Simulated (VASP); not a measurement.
# TePb in VASP: further runs

Aim: see how the results for TePb move with the level of theory and the settings. Levels: r2SCAN, PBE. Tasks: single point.

All numbers are computed with VASP 6.6.1; they aren't measurements. Logs are shortened: lines on timing, memory, paths and dates and some standing lists are left out, and cuts for length are marked.

## 1. The cell of the first run

The structure is cubic, space group Fm-3m (No. 225). Conventional cell: a = 6.666 Å, b = 6.666 Å, c = 6.666 Å, α = 90.00°, β = 90.00°, γ = 90.00°. Pb (site symmetry m-3m) has 6 Te at 3.33 Å within 4.4 Å. Te (site symmetry m-3m) has 6 Pb at 3.33 Å within 4.4 Å.

## 2. Single point, r2SCAN (strain +2.0%)

POSCAR reads:

```
TePb
1.0
    0.0000000000      3.3331935890      3.3331935890
    3.3331935890      0.0000000000      3.3331935890
    3.3331935890      3.3331935890      0.0000000000
Pb Te
1 1
Direct
    0.0000000000      0.0000000000      0.0000000000
    0.5000000000      0.5000000000      0.5000000000
```

INCAR.step1 reads:

```
SYSTEM = TePb
ALGO = Normal ; EDIFF = 1E-4
ENCUT = 520 ; GGA = PE
ISMEAR = 0 ; LASPH = .TRUE.
LCHARG = .FALSE. ; LREAL = .FALSE.
LWAVE = .TRUE. ; NBANDS = 17
NELM = 80 ; PREC = Accurate
SIGMA = 0.01
```

INCAR.step2 reads:

```
SYSTEM = TePb
ALGO = Normal ; EDIFF = 1E-6
ENCUT = 520 ; ISIF = 2
ISMEAR = 0 ; ISTART = 1
LASPH = .TRUE. ; LCHARG = .FALSE.
LMIXTAU = .TRUE. ; LREAL = .FALSE.
LWAVE = .FALSE. ; METAGGA = R2SCAN
NBANDS = 17 ; NELM = 80
PREC = Accurate ; SIGMA = 0.01
```

KPOINTS reads:

```
k-points
0
G
  8 8 8
  0 0 0
```

Potentials or basis: VASP PAW PBE potentials, release 64 (Pb_d, Te).

On the command line:

```
cat potpaw_PBE.64/Pb_d/POTCAR potpaw_PBE.64/Te/POTCAR > POTCAR
cp INCAR.step1 INCAR
mpirun -np 1 vasp_std > vasp.out
cp INCAR.step2 INCAR
mpirun -np 1 vasp_std > vasp.out
```

OUTCAR:

```text
SYSTEM = TePb
   EDIFF = 1E-6
   ENCUT = 520
   ISIF = 2
   ISMEAR = 0
   ISTART = 1
   LASPH = .TRUE.
   LREAL = .FALSE.
   METAGGA = R2SCAN
   NELM = 80
   PREC = Accurate

 ion  position               nearest neighbor table
   1  0.000  0.000  0.000-   2 3.33   2 3.33   2 3.33   2 3.33   2 3.33   2 3.33
   2  0.500  0.500  0.500-   1 3.33   1 3.33   1 3.33   1 3.33   1 3.33   1 3.33

  LATTYP: Found a face centered cubic cell.
 ALAT       =     6.6663871780

  Lattice vectors:

 A1 = (   0.0000000000,   3.3331935890,   3.3331935890)
 A2 = (   3.3331935890,   0.0000000000,   3.3331935890)
 A3 = (   3.3331935890,   3.3331935890,   0.0000000000)

Analysis of symmetry for initial positions (statically):
=====================================================================
 Subroutine PRICEL returns:
 Original cell was already a primitive cell.

 Routine SETGRP: Setting up the symmetry group for a
 face centered cubic supercell.

 Subroutine GETGRP returns: Found 48 space group operations
 (whereof 48 operations were pure point group operations)
 out of a pool of 48 trial point group operations.

The static configuration has the point symmetry O_h .

Analysis of symmetry for dynamics (positions and initial velocities):
=====================================================================
 Subroutine PRICEL returns:
 Original cell was already a primitive cell.

 Routine SETGRP: Setting up the symmetry group for a
 face centered cubic supercell.

 Subroutine GETGRP returns: Found 48 space group operations
 (whereof 48 operations were pure point group operations)
 out of a pool of 48 trial point group operations.

The dynamic configuration has the point symmetry O_h .

 Subroutine INISYM returns: Found 48 space group operations
 (whereof 48 operations are pure point group operations),
 and found     1 'primitive' translations

----------------------------------------------------------------------------------------

                                     Primitive cell

  volume of cell :      74.0648

  direct lattice vectors                    reciprocal lattice vectors
     0.000000000  3.333193589  3.333193589    -0.150006289  0.150006289  0.150006289
     3.333193589  0.000000000  3.333193589     0.150006289 -0.150006289  0.150006289
     3.333193589  3.333193589  0.000000000     0.150006289  0.150006289 -0.150006289

  length of vectors
     4.713847580  4.713847580  4.713847580     0.259818514  0.259818514  0.259818514

  position of ions in fractional coordinates (direct lattice)
     0.000000000  0.000000000  0.000000000
     0.500000000  0.500000000  0.500000000

  ion indices of the primitive-cell ions
   primitive index   ion index
                 1           1
                 2           2

----------------------------------------------------------------------------------------

 KPOINTS: k-points

Automatic generation of k-mesh.
 Grid dimensions read from file:
 generate k-points for:    8    8    8

 Generating k-lattice:

  Cartesian coordinates                     Fractional coordinates (reciprocal lattice)
    -0.018750786  0.018750786  0.018750786     0.125000000  0.000000000  0.000000000
     0.018750786 -0.018750786  0.018750786     0.000000000  0.125000000  0.000000000
     0.018750786  0.018750786 -0.018750786     0.000000000  0.000000000  0.125000000

  Length of vectors
     0.032477314  0.032477314  0.032477314

  Shift w.r.t. Gamma in fractional coordinates (k-lattice)
     0.000000000  0.000000000  0.000000000

 Subroutine IBZKPT returns following result:
 ===========================================

 Found     29 irreducible k-points:

 Following reciprocal coordinates:
            Coordinates               Weight
  0.000000  0.000000  0.000000      1.000000
  0.125000  0.000000  0.000000      8.000000
  0.250000  0.000000  0.000000      8.000000
  0.375000  0.000000  0.000000      8.000000
  0.500000  0.000000  0.000000      4.000000
  0.125000  0.125000  0.000000      6.000000
[... 16 lines left out ...]
  0.500000  0.250000  0.125000     48.000000
 -0.375000  0.250000  0.125000     24.000000
 [... further k-points ...]
   k-points           NKPTS =     29   k-points in BZ     NKDIM =     29   number of bands    NBANDS=     17
   number of dos      NEDOS =    301   number of ions     NIONS =      2
   total plane-waves  NPLWV =  46656
   dimension x,y,z NGX =    36 NGY =   36 NGZ =   36
   dimension x,y,z NGXF=    72 NGYF=   72 NGZF=   72
   ions per type =               1   1
   NGX,Y,Z   is equivalent  to a cutoff of  12.70, 12.70, 12.70 a.u.
   NGXF,Y,Z  is equivalent  to a cutoff of  25.39, 25.39, 25.39 a.u.
 SYSTEM =  TePb
   PREC   = accura    normal or accurate (medium, high low for compatibility)
   ISTART =      1    job   : 0-new  1-cont  2-samecut
   ICHARG =      0    charge: 1-file 2-atom 10-const
   ISPIN  =      1    spin polarized calculation?
   LNONCOLLINEAR =      F non collinear calculations
   LSORBIT =      F    spin-orbit coupling
   LASPH  =      T    aspherical Exc in radial PAW
   ENCUT  =  520.0 eV  38.22 Ry    6.18 a.u.   8.76  8.76  8.76*2*pi/ulx,y,z
   NELM   =     80;   NELMIN=  2; NELMDL=  0     # of ELM steps
   EDIFF  = 0.1E-05   stopping-criterion for ELM
   LREAL  =      F    real-space projection
   EDIFFG = 0.1E-04   stopping-criterion for IOM
   NSW    =      0    number of steps for IOM
   IBRION =     -1    ionic relax: 0-MD 1-quasi-New 2-CG
   NFREE  =      0    steps in history (QN), initial steepest desc. (CG)
   ISIF   =      2    stress and relaxation
   ISYM   =      2    0-nonsym 1-usesym 2-fastsym
   POTIM  = 0.5000    time-step for ionic-motion
   TEBEG  =    0.0;   TEEND  =   0.0 temperature during run
   PSTRESS=    0.0 pullay stress
   NELECT =      20.0000    total number of electrons
   NUPDOWN=      -1.0000    fix difference up-down
   EMIN   =  10.00;   EMAX   =-10.00  energy-range for DOS
   EFERMI =   0.00;   METHOD = LEGACY
   ISMEAR =     0;   SIGMA  =   0.01  broadening in eV -4-tet -1-fermi 0-gaus
   EFERMI_NEDOS =   21; number of points for ismear=-14 and -15
   IALGO  =     38    algorithm
   IMIX   =      4    mixing-type and parameters
     AMIX     =   0.40;   BMIX     =  1.00
     AMIX_MAG =   1.60;   BMIX_MAG =  1.00
  volume/ion in A,a.u.               =      37.03       249.91
  Fermi-wavevector in a.u.,A,eV,Ry     =   1.058151  1.999615 15.234218  1.119683
  Thomas-Fermi vector in A             =   2.193450
   LORBIT       =      0    0 simple, 1 ext, 2 COOP (PROOUT), +10 PAW based schemes
   METAGGA = R2SCAN    functional components
   LHFCALC =     F    Hartree Fock is set to
   AEXX    =    0.0000 exact exchange contribution
   IVDW    =     0    specifies the selected vdW correction
   LEPSILON=     F    determine dielectric tensor
   LRPA    =     F    only Hartree local field effects (RPA)
 non-spin polarized calculation
 Gauss-broadening in eV      SIGMA  =   0.01
  energy-cutoff  :      520.00
  volume of cell :       74.06
 maximum number of plane-waves:      2012
   NGX = 17   NGY = 17   NGZ = 17

 number of electron      19.9999998 magnetization

 Free energy of the ion-electron system (eV)
  ---------------------------------------------------
  ext. energy  EPLUGINS =         0.00000000
  ---------------------------------------------------
  free energy    TOTEN  =       -82.67564827 eV

  energy without entropy =      -82.67564827  energy(sigma->0) =      -82.67564827

 E-fermi :   4.3684     XC(G=0):  -9.3725

 val. band max:        4.3265767988   @ k =   0.5000   0.0000   0.0000
 cond. band min:       5.5256798619   @ k =   0.5000   0.0000   0.0000
 fundamental gap:      1.1991030631
 Fermi energy:         4.3683762773

 k-point     1 :       0.0000    0.0000    0.0000
  band No.  band energies     occupation
      1     -12.9058      2.00000
      2     -12.9058      2.00000
      3     -12.9013      2.00000
      4     -12.9013      2.00000
      5     -12.9013      2.00000
      6      -7.4065      2.00000
[... 9 lines left out ...]
     16      10.7366      0.00000
     17      12.1217      0.00000

 k-point     2 :       0.1250    0.0000    0.0000
  band No.  band energies     occupation
      1     -12.9071      2.00000
      2     -12.9071      2.00000
      3     -12.9010      2.00000
      4     -12.8998      2.00000
      5     -12.8998      2.00000
      6      -7.2835      2.00000
[... 9 lines left out ...]
     16      11.0164      0.00000
     17      13.0344      0.00000

 k-point     3 :       0.2500    0.0000    0.0000
  band No.  band energies     occupation
      1     -12.9108      2.00000
      2     -12.9108      2.00000
      3     -12.9002      2.00000
      4     -12.8956      2.00000
      5     -12.8956      2.00000
      6      -6.9326      2.00000
[... 9 lines left out ...]
     16      11.7919      0.00000
     17      14.7669      0.00000

 k-point     4 :       0.3750    0.0000    0.0000
  band No.  band energies     occupation
      1     -12.9146      2.00000
      2     -12.9146      2.00000
      3     -12.8995      2.00000
      4     -12.8912      2.00000
      5     -12.8912      2.00000
      6      -6.4394      2.00000
[... 9 lines left out ...]
     16      12.9819      0.00000
     17      15.1867      0.00000
[... 343 lines left out ...]
      1     -12.9205      2.00000
      2     -12.9067      2.00000
      3     -12.9018      2.00000
      4     -12.8930      2.00000
      5     -12.8919      2.00000
      6      -6.6509      2.00000
[... 9 lines left out ...]
     16      13.3413      0.00000
     17      13.7933      0.00000

 k-point    23 :       0.5000    0.2500    0.1250
  band No.  band energies     occupation
      1     -12.9242      2.00000
      2     -12.9097      2.00000
      3     -12.8992      2.00000
      4     -12.8918      2.00000
      5     -12.8893      2.00000
      6      -6.2236      2.00000
[... 9 lines left out ...]
     16      13.6720      0.00000
     17      14.7452      0.00000

 k-point    24 :      -0.3750    0.2500    0.1250
  band No.  band energies     occupation
      1     -12.9253      2.00000
      2     -12.9113      2.00000
      3     -12.8967      2.00000
      4     -12.8931      2.00000
      5     -12.8878      2.00000
      6      -5.9802      2.00000
[... 9 lines left out ...]
     16      14.5733      0.00000
     17      14.9795      0.00000

 [... further k-points ...]

------------------------ aborting loop because EDIFF is reached ----------------------------------------

  FORCE on cell =-STRESS in cart. coord.  units (eV):
  Direction    XX          YY          ZZ          XY          YZ          ZX
  --------------------------------------------------------------------------------------
  -------------------------------------------------------------------------------------
  Total       -1.0258462     -1.0258462     -1.0258462      0.0000000      0.0000000     -0.0000000
  in kB      -22.1912227    -22.1912227    -22.1912227      0.0000000      0.0000000     -0.0000000
  external PRESSURE =     -22.1912227 kB  Pullay stress =       0.0000000 kB

 VOLUME and BASIS-vectors are now :
 -----------------------------------------------------------------------------
  energy-cutoff  :      520.00
  volume of cell :       74.06
      direct lattice vectors                 reciprocal lattice vectors
     0.000000000  3.333193589  3.333193589    -0.150006289  0.150006289  0.150006289
     3.333193589  0.000000000  3.333193589     0.150006289 -0.150006289  0.150006289
     3.333193589  3.333193589  0.000000000     0.150006289  0.150006289 -0.150006289

 POSITION                                       TOTAL-FORCE (eV/Angst)
 -----------------------------------------------------------------------------------
      0.00000      0.00000      0.00000        -0.000000     -0.000000      0.000000
      3.33319      3.33319      3.33319         0.000000      0.000000     -0.000000
 -----------------------------------------------------------------------------------
    total drift:                               -0.000000      0.000000      0.000000

  FREE ENERGIE OF THE ION-ELECTRON SYSTEM (eV)
  ---------------------------------------------------
  free  energy   TOTEN  =       -82.6756482711 eV

  energy  without entropy=      -82.6756482711  energy(sigma->0) =      -82.67564827
```

It took 1.8 min on 1 thread of Intel Xeon Platinum 8488C (Sapphire Rapids), shared host; peak memory 0.23 GiB.

Results:

| Item | Value |
| --- | --- |
| Free energy | -82.6756 eV |
| Pressure | -2.2 GPa |
| Band gap on the k mesh | 1.20 eV, direct |

Caveat: the cell differs from its parent crystal (strain +2.0%); the PAW data sets were made with another functional, which shifts forces and pressure a little; spin-orbit coupling is left out, which moves the levels of the heavy elements. A k mesh can miss the band edges.

(Continued in part 2 of 3.)
